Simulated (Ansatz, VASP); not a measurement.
## BP in VASP and in Ansatz

```xyz
2
Lattice="0.0000 1.9815 2.9723 1.9815 0.0000 2.9723 1.9815 1.9815 0.0000" Properties=species:S:1:pos:R:3 pbc="T T T"
B     0.0000    0.0000    0.0000
P     2.9723    2.9723    4.4584
```

Alike in both runs: task single point; functional r2SCAN; k mesh 12 × 12 × 12; occupations gaussian, width 0.05 eV; no spin polarisation.

```csv
,VASP,Ansatz
version,VASP 6.6.1,Ansatz 0.2.0
potentials or method,"VASP PAW PBE potentials, release 64 (B, P), cutoff 520 eV","scalar-relativistic, plane waves, PAW"
valence electrons in the cell,8,8
```

|  | VASP | Ansatz | Ansatz less VASP |
| --- | --- | --- | --- |
| gap on the k mesh at the Fermi level (eV) | none | none | - |
| pressure (GPa) | -4.2 | -3.8 | +0.42 |
| traceless stress, the component that is largest in VASP (GPa) | -55.73 | -55.10 | +0.631 |

VASP's potentials were made for PBE, not for r2SCAN. A gap of «none» marks a metal or a gap that the smearing closes. With one functional, cell and mesh, what is left measures potentials, basis and numerics.
